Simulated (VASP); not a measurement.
# Zn2H3 (R-3m) in VASP: further runs, part 2 of 2

VASP 6.6.1. Earlier steps stand in the parts before.

**4. Relaxation of cell and atoms, PBE**

INCAR reads:

```
PREC = Accurate
ENCUT = 600
EDIFF = 1E-7
ISMEAR = 0
SIGMA = 0.1
LREAL = F
LASPH = T
NELM = 60
ALGO = Normal
ISIF = 3
LWAVE = F
LCHARG = F
GGA = PE
IBRION = 2
NSW = 90
EDIFFG = -0.04
```

KPOINTS reads:

```
Automatic mesh
0
Gamma
  6 6 6
```

POSCAR reads:

```
Zn2H3
1.0
    1.4305950863      0.8259544582      6.6315339025
   -1.4305950863      0.8259544582      6.6315339025
    0.0000000000     -1.6519089164      6.6315339025
Zn H
2 3
Direct
    0.4000000000      0.4000000000      0.4000000000
    0.6000000000      0.6000000000      0.6000000000
    0.0000000000      0.0000000000      0.0000000000
    0.2095000000      0.2095000000      0.2095000000
    0.7905000000      0.7905000000      0.7905000000
```

The run is started by

```bash
cat potpaw_PBE.64/Zn/POTCAR potpaw_PBE.64/H/POTCAR > POTCAR
mpirun -np 1 vasp_std > vasp.out
```

Wall time 14 min (1 thread of AMD EPYC 9R45 (Zen 5), shared host); peak memory 0.43 GiB.

The run converged. Its results:

```yaml
Free_energy: -10.3731 eV
Relaxed_volume: 10.17 Å³/atom
Relaxed_cell: a = 6.737 Å, b = 6.737 Å, c = 6.737 Å, α = 25.76°, β = 25.76°, γ = 25.76°
Space_group_after_relaxing_to_0.1_Å: R-3m (No. 166)
Energy_gained_by_relaxing: 113.0 meV/atom
Ionic_steps: 14
Pressure_after_relaxing: 0.0 GPa
Largest_force_after_relaxing: 0.032 eV/Å
Band_gap_on_the_k_mesh: zero (an odd number of electrons rules out a gap without spin polarisation)
```

Forces in eV/Å, atoms in the order of the input:
```
Zn   0.000  0.000 -0.024
Zn   0.000  0.000  0.024
H    0.000  0.000  0.000
H    0.000  0.000  0.032
H    0.000  0.000 -0.032
```

Stress tensor (GPa, compression positive):
```
 0.11  0.00  0.00
 0.00  0.11  0.00
 0.00  0.00 -0.22
```

The path:
```tsv
step	energy change (eV)	largest force (eV/Å)	pressure (GPa)	volume (Å³)
1	0.0000	0.8884	-0.91	47.02
2	-0.1633	0.8381	0.21	46.64
3	-0.4512	0.2647	3.58	45.46
4	-0.4647	0.2293	4.49	45.12
5	-0.5213	0.1643	0.02	47.82
6	-0.5213	0.1659	0.10	47.75
7	-0.5282	0.1368	0.13	47.87
8	-0.5435	0.0751	0.28	48.22
9	-0.5501	0.1668	0.82	48.93
10	-0.5515	0.1012	0.63	48.72
11	-0.5586	0.0583	0.34	49.41
12	-0.5638	0.0583	-0.10	50.62
13	-0.5639	0.0591	-0.12	50.73
14	-0.5652	0.0318	0.00	50.86
```

Final structure:
```cif
data_structure
_symmetry_space_group_name_H-M 'P 1'
_symmetry_Int_Tables_number 1
_cell_length_a 6.7374
_cell_length_b 6.7374
_cell_length_c 6.7374
_cell_angle_alpha 25.757
_cell_angle_beta 25.757
_cell_angle_gamma 25.757
_cell_volume 50.86
loop_
_atom_site_label
_atom_site_type_symbol
_atom_site_fract_x
_atom_site_fract_y
_atom_site_fract_z
_atom_site_occupancy
Zn1 Zn 0.40283 0.40283 0.40283 1
Zn2 Zn 0.59717 0.59717 0.59717 1
H1 H 0.00000 0.00000 0.00000 1
H2 H 0.22963 0.22963 0.22963 1
H3 H 0.77037 0.77037 0.77037 1
```

Levels at points of the mesh, in eV from the Fermi level:
```csv
k point,band 9,band 10,band 11,band 12,band 13,band 14,band 15,band 16,band 17
"(0.00, 0.00, 0.00)",-7.25,-7.19,-7.19,-6.59,-5.70,3.70,5.19,9.97,10.56
"(0.50, 0.00, 0.00)",-7.07,-7.06,-6.00,-4.65,-2.77,-1.26,1.14,1.85,7.08
"(0.50, 0.50, 0.00)",-7.07,-7.06,-5.74,-4.84,-3.08,-1.26,1.44,2.55,6.46
"(0.50, 0.50, 0.50)",-7.26,-7.23,-7.18,-7.18,-4.23,1.17,8.12,8.39,10.02
```

Caveat: the k points lie up to 0.41 Å⁻¹ apart in the final cell, too coarse for converged energies and pressures of a metal.

**5. Single point, PBE**

This run uses another cell than the first one, of 10.27 Å³/atom.

INCAR reads:

```
SYSTEM = Zn2H3
PREC = Accurate
ENCUT = 520
EDIFF = 1E-7
ISMEAR = 0
SIGMA = 0.1
LREAL = .FALSE.
LASPH = .TRUE.
NELM = 60
ALGO = Normal
ISIF = 2
LWAVE = .FALSE.
LCHARG = .FALSE.
GGA = PE
NBANDS = 22
```

KPOINTS reads:

```
regular mesh
0
G
  12 12 12
  0 0 0
```

POSCAR reads:

```
Zn2H3
1.0
    1.5021005056      0.8672381313      6.5727794056
   -1.5021005056      0.8672381313      6.5727794056
    0.0000000000     -1.7344762625      6.5727794056
Zn H
2 3
Direct
    0.4016751368      0.4016751368      0.4016751368
    0.5983248632      0.5983248632      0.5983248632
    0.0000000000      0.0000000000      0.0000000000
    0.2316715462      0.2316715462      0.2316715462
    0.7683284538      0.7683284538      0.7683284538
```

The run is started by

```bash
cat potpaw_PBE.64/Zn/POTCAR potpaw_PBE.64/H/POTCAR > POTCAR
mpirun -np 1 vasp_std > vasp.out
```

Wall time 9.3 min (1 thread of AMD EPYC 9R45 (Zen 5), shared host); peak memory 0.47 GiB.

Results (log left out):

```yaml
Free_energy: -10.3672 eV
Pressure: 0.1 GPa
Largest_force: 0.010 eV/Å
Band_gap_on_the_k_mesh: zero (an odd number of electrons rules out a gap without spin polarisation)
```

Forces on the atoms (eV/Å):
```
Zn   0.000  0.000 -0.003
Zn   0.000  0.000  0.003
H    0.000  0.000  0.000
H    0.000  0.000 -0.010
H    0.000  0.000  0.010
```

Stress tensor (GPa, compression positive):
```
0.12 0.00 0.00
0.00 0.12 0.00
0.00 0.00 0.04
```

Levels at points of the mesh, in eV from the Fermi level:
| k point | band 9 | band 10 | band 11 | band 12 | band 13 | band 14 | band 15 | band 16 | band 17 | band 18 |
| --- | --- | --- | --- | --- | --- | --- | --- | --- | --- | --- |
| (0.00, 0.00, 0.00) | -7.50 | -7.43 | -7.43 | -6.86 | -5.86 | 3.49 | 4.79 | 9.68 | 10.19 | 10.32 |
| (0.50, 0.00, 0.00) | -7.31 | -7.30 | -6.25 | -4.93 | -3.02 | -1.49 | 0.96 | 1.62 | 6.78 | 7.38 |
| (0.50, 0.50, 0.00) | -7.31 | -7.30 | -6.03 | -5.09 | -3.30 | -1.50 | 1.23 | 2.27 | 6.28 | 6.52 |
| (0.50, 0.50, 0.50) | -7.51 | -7.43 | -7.43 | -7.43 | -4.52 | 0.99 | 7.71 | 8.08 | 9.85 | 11.95 |

**6. Relaxation of cell and atoms, PBE**

This run uses another cell than the first one, of 10.33 Å³/atom.

INCAR reads:

```
SYSTEM = Zn2H3
ALGO = Normal ; EDIFF = 1E-6
EDIFFG = -0.01 ; ENCUT = 600
GGA = PE ; IBRION = 2
ISIF = 3 ; ISMEAR = 0
LASPH = .TRUE. ; LCHARG = .FALSE.
LREAL = .FALSE. ; LWAVE = .FALSE.
NELM = 100 ; NSW = 100
PREC = Accurate ; SIGMA = 0.1
```

KPOINTS reads:

```
k-points
0
G
  12 12 12
  0 0 0
```

POSCAR reads:

```
Zn2H3
1.0
    1.5023803884      0.8673997217      6.6078114775
   -1.5023803884      0.8673997217      6.6078114775
    0.0000000000     -1.7347994434      6.6078114775
Zn H
2 3
Direct
    0.4013288979      0.4013288979      0.4013288979
    0.5986711021      0.5986711021      0.5986711021
    0.0000000000      0.0000000000      0.0000000000
    0.2318966533      0.2318966533      0.2318966533
    0.7681033467      0.7681033467      0.7681033467
```

Potentials or basis: VASP PAW PBE potentials, release 64 (Zn, H).

The run is started by

```bash
cat potpaw_PBE.64/Zn/POTCAR potpaw_PBE.64/H/POTCAR > POTCAR
mpirun -np 1 vasp_std > vasp.out
```

OUTCAR:

```text
SYSTEM = Zn2H3
   EDIFF = 1E-6
   EDIFFG = -0.01
   ENCUT = 600
   GGA = PE
   IBRION = 2
   ISIF = 3
   ISMEAR = 0
   LASPH = .TRUE.
   LREAL = .FALSE.
   NELM = 100
   NSW = 100
   PREC = Accurate

 ion  position               nearest neighbor table
   1  0.401  0.401  0.401-   5 1.86   5 1.86   5 1.86
   2  0.599  0.599  0.599-   4 1.86   4 1.86   4 1.86
   3  0.000  0.000  0.000-
   4  0.232  0.232  0.232-   2 1.86   2 1.86   2 1.86
[... 687 lines left out ...]
  -------------------------------------------------------------------------------------
  Total       -0.0006041     -0.0006041     -0.0439139      0.0000000     -0.0000000      0.0000000
  in kB       -0.0187343     -0.0187343     -1.3617738      0.0000000     -0.0000000      0.0000000
  external PRESSURE =      -0.4664141 kB  Pullay stress =       0.0000000 kB

 VOLUME and BASIS-vectors are now :
 -----------------------------------------------------------------------------
  energy-cutoff  :      600.00
  volume of cell :       51.67
      direct lattice vectors                 reciprocal lattice vectors
     1.502380388  0.867399722  6.607811478     0.332805196  0.192145170  0.050445346
    -1.502380388  0.867399722  6.607811478    -0.332805196  0.192145170  0.050445346
     0.000000000 -1.734799443  6.607811478     0.000000000 -0.384290339  0.050445346

 POSITION                                       TOTAL-FORCE (eV/Angst)
 -----------------------------------------------------------------------------------
      0.00000      0.00000      7.95572         0.000000      0.000000      0.002441
      0.00000      0.00000     11.86772         0.000000     -0.000000     -0.002441
      0.00000      0.00000      0.00000         0.000000      0.000000      0.000000
      0.00000      0.00000      4.59699         0.000000      0.000000      0.004710
      0.00000      0.00000     15.22645         0.000000      0.000000     -0.004710
 -----------------------------------------------------------------------------------
    total drift:                               -0.000000     -0.000000      0.000000

  FREE ENERGIE OF THE ION-ELECTRON SYSTEM (eV)
  ---------------------------------------------------
  free  energy   TOTEN  =       -10.3678496607 eV

  energy  without entropy=      -10.3642780122  energy(sigma->0) =      -10.36606384

 reached required accuracy - stopping structural energy minimisation
```

OSZICAR:

```text
N       E                     dE             d eps       ncg     rms          rms(c)
DAV:   1     0.113066669473E+03    0.11307E+03   -0.14161E+04  6434   0.221E+03
DAV:   2    -0.596557385615E+01   -0.11903E+03   -0.11757E+03  6477   0.328E+02
DAV:   3    -0.111235198756E+02   -0.51579E+01   -0.51101E+01  7579   0.782E+01
DAV:   4    -0.111663573194E+02   -0.42837E-01   -0.42734E-01  7163   0.665E+00
DAV:   5    -0.111665512779E+02   -0.19396E-03   -0.19388E-03  7386   0.314E-01    0.644E+00
DAV:   6    -0.104943980771E+02    0.67215E+00   -0.14317E+00  8553   0.318E+01    0.461E+00
DAV:   7    -0.103696685255E+02    0.12473E+00   -0.66176E-01  6779   0.645E+00    0.139E+00
DAV:   8    -0.103671498038E+02    0.25187E-02   -0.40196E-02  7572   0.156E+00    0.402E-01
DAV:   9    -0.103678101548E+02   -0.66035E-03   -0.30122E-03  7624   0.772E-01    0.669E-02
DAV:  10    -0.103678341245E+02   -0.23970E-04   -0.92020E-04  7164   0.616E-01    0.292E-02
DAV:  11    -0.103678451685E+02   -0.11044E-04   -0.59863E-05  6717   0.888E-02    0.936E-03
DAV:  12    -0.103678493194E+02   -0.41509E-05   -0.17572E-05  8784   0.474E-02    0.354E-03
DAV:  13    -0.103678496607E+02   -0.34126E-06   -0.38075E-06  6708   0.294E-02
   1 F= -.10367850E+02 E0= -.10366064E+02  d E =-.103678E+02
```

Wall time 7.7 min (1 thread of AMD EPYC 9R45 (Zen 5), shared host); peak memory 0.49 GiB.

What came out:

```yaml
Free_energy: -10.3678 eV
Pressure_after_relaxing: 0.0 GPa
Largest_force_after_relaxing: 0.005 eV/Å
Band_gap_on_the_k_mesh: zero (an odd number of electrons rules out a gap without spin polarisation)
```

Forces on the atoms (eV/Å):
```
Zn   0.000  0.000  0.002
Zn   0.000  0.000 -0.002
H    0.000  0.000  0.000
H    0.000  0.000  0.005
H    0.000  0.000 -0.005
```

Final structure:
```yaml
crystal:
  lattice:
    - [1.50238, 0.86740, 6.60781]
    - [-1.50238, 0.86740, 6.60781]
    - [0.00000, -1.73480, 6.60781]
  atoms:
    - { symbol: Zn, position: [0.40133, 0.40133, 0.40133] }
    - { symbol: Zn, position: [0.59867, 0.59867, 0.59867] }
    - { symbol: H, position: [0.00000, 0.00000, 0.00000] }
    - { symbol: H, position: [0.23190, 0.23190, 0.23190] }
    - { symbol: H, position: [0.76810, 0.76810, 0.76810] }
```

Caveat: the relaxation stopped at its first step, so nothing moved.

**7. Summary**

| task | cell | k mesh | cutoff (eV) | gap on the mesh (eV) | pressure (GPa) | largest force (eV/Å) |
| --- | --- | --- | --- | --- | --- | --- |
| single point | a = 6.834 Å, angles 24.2°, 5 atoms, atomic positions A | 6 × 6 × 6 | 520 | none | -1.0 | 0.89 |
| single point | a = 6.832 Å, angles 25.4°, 5 atoms, atomic positions B | 6 × 6 × 6 | 520 | none | 0.1 | 0.01 |
| relaxation of cell and atoms | relaxed from a = 6.834 Å, angles 24.2°, 5 atoms, atomic positions A | 6 × 6 × 6 | 600 | none | 0.0 | 0.03 |
| single point | a = 6.798 Å, angles 25.5°, 5 atoms, atomic positions C | 12 × 12 × 12 | 520 | none | 0.1 | 0.01 |
| relaxation of cell and atoms | relaxed from a = 6.832 Å, angles 25.4°, 5 atoms, atomic positions B | 12 × 12 × 12 | 600 | none | 0.0 | - |

Alike in all rows: level PBE; potentials or basis VASP PAW PBE potentials, release 64 (Zn, H); no spin polarisation; smearing gaussian 0.1 eV.

Caveats: some runs use coarse meshes; the relaxation stopped at its first step, so nothing moved (at least some runs).

Absolute energies hang on the potentials; compare differences alone.
